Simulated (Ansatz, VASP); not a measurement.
# One calculation of ZnS, two programs

Contents of INCAR:

```
PREC     = Accurate       # precision mode
ENCUT    = 520            # plane-wave cutoff, eV
EDIFF    = 1E-6           # SCF threshold, eV
ISMEAR   = 0              # smearing method
SIGMA    = 0.05           # smearing width, eV
LREAL    = False          # projectors in reciprocal space
LASPH    = True           # aspherical terms in the spheres
NELM     = 80             # most SCF steps
ALGO     = Normal         # electronic algorithm
ISIF     = 2              # what is computed and relaxed
LWAVE    = False          # write WAVECAR
LCHARG   = False          # write CHGCAR
GGA      = PE             # functional
NBANDS   = 16             # bands
```

Contents of KPOINTS:

```
regular mesh
0
Gamma
  10 10 10
```

POSCAR

```
ZnS
1.0
   -0.1293074470      2.6415664171      2.6415664171
    2.6415664171     -0.1293074470      2.6415664171
    2.6415664171      2.6415664171     -0.1293074470
Zn S
1 1
Direct
    0.0000000000      0.0000000000      0.0000000000
    0.7500000000      0.7500000000      0.7500000000
```

Input for Ansatz:

```yaml
crystal:
  lattice:
    - [-0.129307447, 2.6415664171, 2.6415664171]
    - [2.6415664171, -0.129307447, 2.6415664171]
    - [2.6415664171, 2.6415664171, -0.129307447]
  atoms:
    - { symbol: Zn, position: [0.0, 0.0, 0.0] }
    - { symbol: S, position: [0.75, 0.75, 0.75] }
basis:
  ecutwfc: 420
kpoints:
  mp_grid: { grid: [10, 10, 10] }
hamiltonian:
  xc: pbe
scf:
  occupations: { method: gaussian, width: 0.05 }
output:
  forces: true
  stress: true
  eigenvalues: true
```

Alike in both runs: task single point; functional PBE; k mesh 10 × 10 × 10; occupations gaussian, width 0.05 eV; no spin polarisation.

|  | VASP | Ansatz |
| --- | --- | --- |
| version | VASP 6.6.1 | Ansatz 0.2.0 |
| potentials or method | VASP PAW PBE potentials, release 64 (Zn, S), cutoff 520 eV | scalar-relativistic, plane waves, PAW |
| valence electrons in the cell | 18 | 18 |

|  | VASP | Ansatz | Ansatz less VASP |
| --- | --- | --- | --- |
| gap on the k mesh at the Fermi level (eV) | 1.92 | 1.92 | -0.003 |
| least direct gap on the mesh (eV) | 1.92 | 1.92 | -0.003 |
| pressure (GPa) | 2.2 | 2.1 | -0.16 |
| traceless stress, the component that is largest in VASP (GPa) | 3.68 | 3.67 | -0.017 |
| rms of the force components (eV/Å) | 0.367 | 0.363 | -0.0038 |

Atom by atom the forces differ by 0.004 eV/Å (rms over components).
